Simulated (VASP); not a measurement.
# Sc2NbAl3V6N12 (P1) in VASP: further runs

Sc2NbAl3V6N12 is run at these levels: PBE; tasks: single point.

Everything below comes from runs of VASP 6.6.1. Logs are shortened: lines on timing, memory, paths and dates and some standing lists are left out, and cuts for length are marked.

**1. The cell of the first run**

The typed cell holds 24 atoms: a = 5.940 Å, b = 5.944 Å, c = 7.238 Å, α = 90.05°, β = 89.95°, γ = 119.15°.

**2. Single point, PBE**

File INCAR:

```
PREC     = Accurate       # precision mode
ENCUT    = 520            # plane-wave cutoff, eV
EDIFF    = 1E-7           # SCF threshold, eV
ISMEAR   = 0              # smearing method
SIGMA    = 0.1            # smearing width, eV
LREAL    = Auto         
LASPH    = True           # aspherical terms in the spheres
NELM     = 80             # most SCF steps
ALGO     = Normal         # electronic algorithm
ISIF     = 2              # what is computed and relaxed
LWAVE    = False          # write WAVECAR
LCHARG   = False          # write CHGCAR
GGA      = PE             # functional
ISYM     = 0            
NBANDS   = 109            # bands
```

File KPOINTS:

```
Automatic mesh
0
Gamma
  4 4 3
```

File POSCAR:

```
Sc2NbAl3V6N12
1.0
   -4.2194900730     -4.1813647285      0.0338221458
   -0.0355411784      4.1830532828      4.2225981545
   -4.1801897259      4.1759858064     -4.1800788165
N Al Sc V Nb
12 3 2 6 1
Direct
    0.1663887425      0.3450688007      0.8177397012
    0.6645033080      0.3177156917      0.8396675077
    0.4957051944      0.5020535545      0.5030638831
    0.0275108757      0.5305958417      0.4992491186
    0.3244605519      0.6773123558      0.1709369686
    0.8473666004      0.6665500245      0.1794253407
    0.1769819018      0.8275595231      0.8277382243
    0.6556773795      0.8369234217      0.8214737338
    0.4834704548      0.9904450495      0.5042675898
    0.0199595544      0.0102059987      0.5046780564
    0.3364832826      0.1573457660      0.1771937814
    0.8148602725      0.1612122774      0.1598532274
    0.4858677922      0.9888494052      0.9965047887
    0.3338273473      0.6708410468      0.6758450146
    0.1759684892      0.8471405057      0.3317365958
    1.0004594405      0.9993915243      0.9842790506
    0.4967748659      0.4956341353      0.0054048250
    0.8305829292      0.1919255735      0.6545708318
    0.3711045160      0.1923439828      0.6565830950
    0.6873569552      0.3333625371      0.3474630217
    0.1325858723      0.3307071354      0.3357253419
    0.9847873985      0.4823665396      0.0109184103
    0.8242673959      0.6312853541      0.6626778439
    0.6812402378      0.8485089152      0.3445137796
```

Potentials or basis: VASP PAW PBE potentials, release 64 (N, Al, Sc_sv, V_sv, Nb_sv).

The run is started by

```
> cat potpaw_PBE.64/N/POTCAR potpaw_PBE.64/Al/POTCAR potpaw_PBE.64/Sc_sv/POTCAR potpaw_PBE.64/V_sv/POTCAR potpaw_PBE.64/Nb_sv/POTCAR > POTCAR
> mpirun -np 1 vasp_std > vasp.out
```

OUTCAR:

```text
PREC = Accurate
   ENCUT = 520
   EDIFF = 1E-7
   ISMEAR = 0
   LREAL = Auto
   LASPH = True
   NELM = 80
   ISIF = 2
   GGA = PE
   ISYM = 0

 ion  position               nearest neighbor table
   1  0.166  0.345  0.818-  14 1.98  18 2.11  22 2.15  16 2.16  19 2.18  17 2.19
   2  0.665  0.318  0.840-  18 2.01  19 2.02  13 2.05  23 2.07  22 2.07  17 2.14
   3  0.496  0.502  0.503-  19 1.96  23 2.07  14 2.10  24 2.14  20 2.16  21 2.24
   4  0.028  0.531  0.499-  23 1.98  21 1.98  14 2.04  15 2.04  20 2.09  18 2.10
   5  0.324  0.677  0.171-  15 2.00  13 2.05  22 2.12  21 2.16  17 2.17  24 2.24
   6  0.847  0.667  0.179-  15 2.03  22 2.05  20 2.11  24 2.15  17 2.21  16 2.23
   7  0.177  0.828  0.828-  14 1.95  13 2.02  16 2.11  23 2.19  22 2.23  19 2.27
   8  0.656  0.837  0.821-  14 1.98  13 2.08  16 2.14  18 2.20  17 2.22  23 2.24
   9  0.483  0.990  0.504-  19 1.97  15 2.03  14 2.07  24 2.10  18 2.11  20 2.12
  10  0.020  0.010  0.505-  15 2.06  21 2.08  24 2.11  19 2.13  18 2.19  23 2.28
  11  0.336  0.157  0.177-  15 1.96  13 2.09  17 2.15  20 2.20  16 2.23  21 2.25
  12  0.815  0.161  0.160-  22 1.99  20 2.05  13 2.08  21 2.09  24 2.11  16 2.19
  13  0.486  0.989  0.997-   7 2.02   5 2.05   2 2.05  12 2.08   8 2.08  11 2.09  14 2.85  15 2.91
                            16 2.92  17 2.96  19 2.97  17 2.98  22 2.99  16 3.03  22 3.03  24 3.06
  14  0.334  0.671  0.676-   7 1.95   8 1.98   1 1.98   4 2.04   9 2.07   3 2.10  13 2.85  23 2.92
                            17 2.95  19 2.96  18 2.96  24 3.00  19 3.00  15 3.02  22 3.03  21 3.04
  15  0.176  0.847  0.332-  11 1.96   5 2.00   9 2.03   6 2.03   4 2.04  10 2.06  13 2.91  24 2.94
                            21 2.95  19 2.96  22 3.00  24 3.00  20 3.01  21 3.01  20 3.02  23 3.02
  16  0.000  0.999  0.984-   7 2.11   8 2.14   1 2.16  12 2.19   6 2.23  11 2.23  13 2.92  22 2.92
                            17 2.99  23 3.01  18 3.03  15 3.03  13 3.03  22 3.04  17 3.04  19 3.05
  17  0.497  0.496  0.005-   2 2.14  11 2.15   5 2.17   1 2.19   6 2.21   8 2.22  22 2.94  14 2.95
                            13 2.96  19 2.98  13 2.98  16 2.99  22 3.00  23 3.01  16 3.04  21 3.05
  18  0.831  0.192  0.655-   2 2.01   4 2.10   1 2.11   9 2.11  10 2.19   8 2.20  23 2.63  20 2.66
                            19 2.73  21 2.79  24 2.87  14 2.96  16 3.03  13 3.06  14 3.07
  19  0.371  0.192  0.657-   3 1.96   9 1.97   2 2.02  10 2.13   1 2.18   7 2.27  23 2.69  18 2.73
                            20 2.77  15 2.96  14 2.96  13 2.97  17 2.98  14 3.00  16 3.05
  20  0.687  0.333  0.347-  12 2.05   4 2.09   6 2.11   9 2.12   3 2.16  11 2.20  21 2.65  18 2.66
                            23 2.76  19 2.77  24 2.86  22 2.88  15 3.01  15 3.02  17 3.07  13 3.11
  21  0.133  0.331  0.336-   4 1.98  10 2.08  12 2.09   5 2.16   3 2.24  11 2.25  20 2.65  18 2.79
                            22 2.81  24 2.81  15 2.95  15 3.01  14 3.04  17 3.05  16 3.07
  22  0.985  0.482  0.011-  12 1.99   6 2.05   2 2.07   5 2.12   1 2.15   7 2.23  21 2.81  20 2.88
                            16 2.92  17 2.94  13 2.99  15 3.00  17 3.00  14 3.03  13 3.03  16 3.04
  23  0.824  0.631  0.663-   4 1.98   3 2.07   2 2.07   7 2.19   8 2.24  10 2.28  18 2.63  19 2.69
                            20 2.76  14 2.92  24 2.96  17 3.01  16 3.01  15 3.02  14 3.04
  24  0.681  0.849  0.345-   9 2.10  10 2.11  12 2.11   3 2.14   6 2.15   5 2.24  21 2.81  20 2.86
                            18 2.87  15 2.94  23 2.96  15 3.00  14 3.00  13 3.06  17 3.06  16 3.09

IMPORTANT INFORMATION: All symmetrisations will be switched off!
NOSYMM: (Re-)initialisation of all symmetry stuff for point group C_1.

----------------------------------------------------------------------------------------

                                     Primitive cell

  volume of cell :     223.1982

  direct lattice vectors                    reciprocal lattice vectors
    -4.219490073 -4.181364729  0.033822146    -0.157344441 -0.079748955  0.077677749
    -0.035541178  4.183053283  4.222598154    -0.077676210  0.079656470  0.157256744
    -4.180189726  4.175985806 -4.180078817    -0.079739440  0.079821458 -0.079745084

  length of vectors
     5.940458855  5.943865166  7.237810616     0.192745951  0.192635485  0.138163388

  position of ions in fractional coordinates (direct lattice)
     0.166388742  0.345068801  0.817739701
     0.664503308  0.317715692  0.839667508
     0.495705194  0.502053555  0.503063883
     0.027510876  0.530595842  0.499249119
     0.324460552  0.677312356  0.170936969
     0.847366600  0.666550024  0.179425341
[... 16 lines left out ...]
     0.824267396  0.631285354  0.662677844
     0.681240238  0.848508915  0.344513780

  ion indices of the primitive-cell ions
   primitive index   ion index
                 1           1
                 2           2
                 3           3
                 4           4
                 5           5
                 6           6
[... 16 lines left out ...]
                23          23
                24          24

----------------------------------------------------------------------------------------

 KPOINTS: Automatic mesh

Automatic generation of k-mesh.
 Grid dimensions read from file:
 generate k-points for:    4    4    3

 Generating k-lattice:

  Cartesian coordinates                     Fractional coordinates (reciprocal lattice)
    -0.039336110 -0.019937239  0.019419437     0.250000000  0.000000000 -0.000000000
    -0.019419052  0.019914118  0.039314186     0.000000000  0.250000000  0.000000000
    -0.026579813  0.026607153 -0.026581695    -0.000000000  0.000000000  0.333333333

  Length of vectors
     0.048186488  0.048158871  0.046054463

  Shift w.r.t. Gamma in fractional coordinates (k-lattice)
     0.000000000  0.000000000  0.000000000

 Subroutine IBZKPT returns following result:
 ===========================================

 Found     26 irreducible k-points:

 Following reciprocal coordinates:
            Coordinates               Weight
  0.000000  0.000000  0.000000      1.000000
  0.250000  0.000000  0.000000      2.000000
  0.500000  0.000000  0.000000      1.000000
  0.000000  0.250000  0.000000      2.000000
  0.250000  0.250000  0.000000      2.000000
  0.500000  0.250000  0.000000      2.000000
[... 16 lines left out ...]
  0.000000 -0.250000  0.333333      2.000000
  0.250000 -0.250000  0.333333      2.000000
 [... further k-points ...]
   k-points           NKPTS =     26   k-points in BZ     NKDIM =     26   number of bands    NBANDS=    109
   number of dos      NEDOS =    301   number of ions     NIONS =     24
   total plane-waves  NPLWV = 124416
   dimension x,y,z NGX =    48 NGY =   48 NGZ =   54
   dimension x,y,z NGXF=    96 NGYF=   96 NGZF=  108
   ions per type =              12   3   2   6   1
   NGX,Y,Z   is equivalent  to a cutoff of  13.43, 13.43, 12.40 a.u.
   NGXF,Y,Z  is equivalent  to a cutoff of  26.87, 26.85, 24.81 a.u.
 SYSTEM =  unknown system
   PREC   = accura    normal or accurate (medium, high low for compatibility)
   ISTART =      0    job   : 0-new  1-cont  2-samecut
   ICHARG =      2    charge: 1-file 2-atom 10-const
   ISPIN  =      1    spin polarized calculation?
   LNONCOLLINEAR =      F non collinear calculations
   LSORBIT =      F    spin-orbit coupling
   LASPH  =      T    aspherical Exc in radial PAW
   ENCUT  =  520.0 eV  38.22 Ry    6.18 a.u.  11.05 11.05 13.46*2*pi/ulx,y,z
   NELM   =     80;   NELMIN=  2; NELMDL= -5     # of ELM steps
   EDIFF  = 0.1E-06   stopping-criterion for ELM
   LREAL  =      T    real-space projection
   EDIFFG = 0.1E-05   stopping-criterion for IOM
   NSW    =      0    number of steps for IOM
   IBRION =     -1    ionic relax: 0-MD 1-quasi-New 2-CG
   NFREE  =      0    steps in history (QN), initial steepest desc. (CG)
   ISIF   =      2    stress and relaxation
   ISYM   =      0    0-nonsym 1-usesym 2-fastsym
   POTIM  = 0.5000    time-step for ionic-motion
   TEBEG  =    0.0;   TEEND  =   0.0 temperature during run
   PSTRESS=    0.0 pullay stress
   NELECT =     182.0000    total number of electrons
   NUPDOWN=      -1.0000    fix difference up-down
   EMIN   =  10.00;   EMAX   =-10.00  energy-range for DOS
   EFERMI =   0.00;   METHOD = LEGACY
   ISMEAR =     0;   SIGMA  =   0.10  broadening in eV -4-tet -1-fermi 0-gaus
   EFERMI_NEDOS =   21; number of points for ismear=-14 and -15
   IALGO  =     38    algorithm
   IMIX   =      4    mixing-type and parameters
     AMIX     =   0.40;   BMIX     =  1.00
     AMIX_MAG =   1.60;   BMIX_MAG =  1.00
  volume/ion in A,a.u.               =       9.30        62.76
  Fermi-wavevector in a.u.,A,eV,Ry     =   1.529449  2.890240 31.826948  2.339215
  Thomas-Fermi vector in A             =   2.637069
   LORBIT       =      0    0 simple, 1 ext, 2 COOP (PROOUT), +10 PAW based schemes
   GGA     = PE    functional components
   LHFCALC =     F    Hartree Fock is set to
   AEXX    =    0.0000 exact exchange contribution
   IVDW    =     0    specifies the selected vdW correction
   LEPSILON=     F    determine dielectric tensor
   LRPA    =     F    only Hartree local field effects (RPA)
 non-spin polarized calculation
 Gauss-broadening in eV      SIGMA  =   0.10
  energy-cutoff  :      520.00
  volume of cell :      223.20
 maximum number of plane-waves:      6029
 NGX is ok and might be reduce to    48
   NGX = 23   NGY = 23   NGZ = 27

 number of electron     182.0000009 magnetization

 Free energy of the ion-electron system (eV)
  ---------------------------------------------------
  ext. energy  EPLUGINS =         0.00000000
  ---------------------------------------------------
  free energy    TOTEN  =      -215.89140073 eV

  energy without entropy =     -215.84498896  energy(sigma->0) =     -215.86819485

 E-fermi :  10.7318     XC(G=0): -12.9042

 val. band max:       10.7289189190   @ k =   0.0000   0.2500   0.0000
 cond. band min:      10.7445234989   @ k =   0.2500   0.0000   0.0000
 fundamental gap:      0.0156045799
 Fermi energy:        10.7317851572

 k-point     1 :       0.0000    0.0000    0.0000
  band No.  band energies     occupation
      1     -54.5047      2.00000
      2     -54.5009      2.00000
      3     -54.4243      2.00000
      4     -54.3854      2.00000
      5     -54.1833      2.00000
      6     -54.1505      2.00000
[... 2533 lines left out ...]
    102      12.0234      0.00000
    103      12.1459      0.00000

 [... further k-points ...]

 [bands above 103 left out]

------------------------ aborting loop because EDIFF is reached ----------------------------------------

  FORCE on cell =-STRESS in cart. coord.  units (eV):
  Direction    XX          YY          ZZ          XY          YZ          ZX
  --------------------------------------------------------------------------------------
  -------------------------------------------------------------------------------------
  Total        0.6251786      0.7748729      0.6762275      0.0029496     -0.0111609      0.0633225
  in kB        4.4877009      5.5622469      4.8541436      0.0211727     -0.0801158      0.4545458
  external PRESSURE =       4.9680305 kB  Pullay stress =       0.0000000 kB

 VOLUME and BASIS-vectors are now :
 -----------------------------------------------------------------------------
  energy-cutoff  :      520.00
  volume of cell :      223.20
      direct lattice vectors                 reciprocal lattice vectors
    -4.219490073 -4.181364729  0.033822146    -0.157344441 -0.079748955  0.077677749
    -0.035541178  4.183053283  4.222598154    -0.077676210  0.079656470  0.157256744
    -4.180189726  4.175985806 -4.180078817    -0.079739440  0.079821458 -0.079745084

 POSITION                                       TOTAL-FORCE (eV/Angst)
 -----------------------------------------------------------------------------------
     -4.13265      4.16258     -1.95550         0.026899     -0.014053      0.047203
     -6.32513      2.05693     -2.14582        -0.015093     -0.018307     -0.041509
     -4.21237      2.12818      0.03389         0.017095      0.014918      0.057913
     -2.22190      4.18933      0.15452        -0.032823      0.010643      0.028514
     -2.10768      2.19038      2.15646        -0.027068      0.055193      0.014474
     -4.34918     -0.00566      2.09322        -0.043327      0.044819     -0.014983
[... 16 lines left out ...]
     -6.27054      1.96147     -0.07650        -0.021834      0.035412      0.039354
     -4.34478      2.13953      2.16586         0.002983     -0.000427     -0.004744
 -----------------------------------------------------------------------------------
    total drift:                                0.004537      0.006047      0.013984

  FREE ENERGIE OF THE ION-ELECTRON SYSTEM (eV)
  ---------------------------------------------------
  free  energy   TOTEN  =      -215.8914007346 eV

  energy  without entropy=     -215.8449889595  energy(sigma->0) =     -215.86819485
```

Run time: 81 min. Hardware: 1 thread of Intel Xeon 8259CL, shared host; peak memory 0.62 GiB.

What came out:

```yaml
Free_energy: -215.8914 eV
Pressure: 0.5 GPa
Largest_force: 0.068 eV/Å
Band_gap_on_the_k_mesh: zero (bands 91 and 92 overlap by 0.18 eV)
```

Forces in eV/Å, atoms in the order of the input:
```
N    0.027 -0.014  0.047
N   -0.015 -0.018 -0.042
N    0.017  0.015  0.058
N   -0.033  0.011  0.029
N   -0.027  0.055  0.014
N   -0.043  0.045 -0.015
N   -0.018 -0.060 -0.001
N    0.051  0.003  0.023
N    0.014 -0.045 -0.024
N    0.043 -0.012 -0.010
N   -0.031 -0.009 -0.053
N    0.027  0.012 -0.062
Al   0.004 -0.002  0.013
Al   0.007  0.018  0.019
Al   0.002 -0.004 -0.001
Sc   0.005 -0.006 -0.006
Sc  -0.009  0.012  0.006
V   -0.010 -0.039 -0.024
V    0.019  0.037 -0.053
V    0.026 -0.008  0.011
V   -0.011 -0.025  0.019
V   -0.027 -0.002  0.017
V   -0.022  0.035  0.039
Nb   0.003  0.000 -0.005
```

Levels at points of the mesh, in eV from the Fermi level:
| k point | band 88 | band 89 | band 90 | band 91 | band 92 | band 93 | band 94 | band 95 |
| --- | --- | --- | --- | --- | --- | --- | --- | --- |
| (0.00, 0.00, 0.00) | -0.76 | -0.66 | -0.48 | -0.08 | 0.13 | 0.24 | 0.43 | 0.52 |
| (0.50, 0.00, 0.00) | -0.78 | -0.43 | -0.26 | -0.12 | 0.09 | 0.19 | 0.41 | 0.62 |
| (0.00, 0.50, 0.00) | -0.71 | -0.48 | -0.25 | -0.12 | 0.04 | 0.28 | 0.48 | 0.60 |
| (0.50, 0.50, 0.00) | -0.87 | -0.47 | -0.24 | -0.11 | 0.10 | 0.25 | 0.37 | 0.55 |

Caveat: the run has no spin polarisation, though such a crystal can be magnetic. With open d or f shells a metallic result of PBE can be an artefact of self-interaction; +U or a hybrid may open a gap.

(Continued in part 2 of 2.)
